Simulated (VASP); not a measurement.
Wanted: the native input for a VASP 6.6.1 run.

- Task: single point
- Functional: PBE
- Potentials or basis: VASP PAW PBE potentials, release 64 (V_sv, O)
- Cutoff: 600 eV
- k mesh: 6 × 6 × 10
- Occupations: gaussian, width 0.02 eV
- Spin: collinear spin, ferromagnetic start
- Starting moments: [-0.94, -0.94, 0.0, 0.0, 0.0, 0.0] μB
- Hubbard terms: V d U = 3.25 eV
- Dipole correction: no
- Further INCAR settings: ALGO = Normal; EDIFF = 1e-06; NBANDS = 38

The structure of VO2 lies in POSCAR:

```
VO2
1.0
    4.4747455319      0.0000000000      0.0000000000
    0.0000000000      4.4747455319      0.0000000000
    0.0000000000      0.0000000000      3.0220049858
V O
2 4
Direct
    0.0000000000      0.0000000000      0.0000000000
    0.5000000000      0.5000000000      0.5000000000
    0.2989568933      0.2989568933      0.0000000000
    0.7010431067      0.7010431067      0.0000000000
    0.7989568933      0.2010431067      0.5000000000
    0.2010431067      0.7989568933      0.5000000000
```

The input as run:

INCAR

```
SYSTEM = VO2
  ALGO = Normal
  EDIFF = 1E-6
  ENCUT = 600
  GGA = PE
  GGA_COMPAT = .FALSE.
  ISIF = 2
  ISMEAR = 0
  ISPIN = 2
  LASPH = .TRUE.
  LCHARG = .FALSE.
  LDAU = .TRUE.
  LDAUJ = 0 0
  LDAUL = 2 -1
  LDAUPRINT = 1
  LDAUTYPE = 2
  LDAUU = 3.25 0
  LMAXMIX = 4
  LORBIT = 11
  LREAL = .FALSE.
  LWAVE = .FALSE.
  MAGMOM = -0.94 -0.94 0 0 0 0
  NBANDS = 38
  NELM = 200
  PREC = Accurate
  SIGMA = 0.02
```

KPOINTS

```
k-points
0
G
  6 6 10
  0 0 0
```

Potentials or basis: VASP PAW PBE potentials, release 64 (V_sv, O).

Command:

```bash
$ cat potpaw_PBE.64/V_sv/POTCAR potpaw_PBE.64/O/POTCAR > POTCAR
$ mpirun -np 1 vasp_std > vasp.out
```

It gave:

* Pressure: 4.4 GPa
* Largest force: 0.050 eV/Å
* Band gap on the k mesh: 1.00 eV (least direct gap 1.25 eV)
* Net moment: -2.00 μB per cell
* Site moments: V -1.07; O +0.05 μB
* Valence electrons inside the program's atomic spheres: V 11.36; O 5.07

Caveat: the cell stands under pressure.

Run time: 7.6 min on 1 thread of Oxide Virtual Turin-like Processor, with other jobs on the host, peak memory 0.32 GiB.
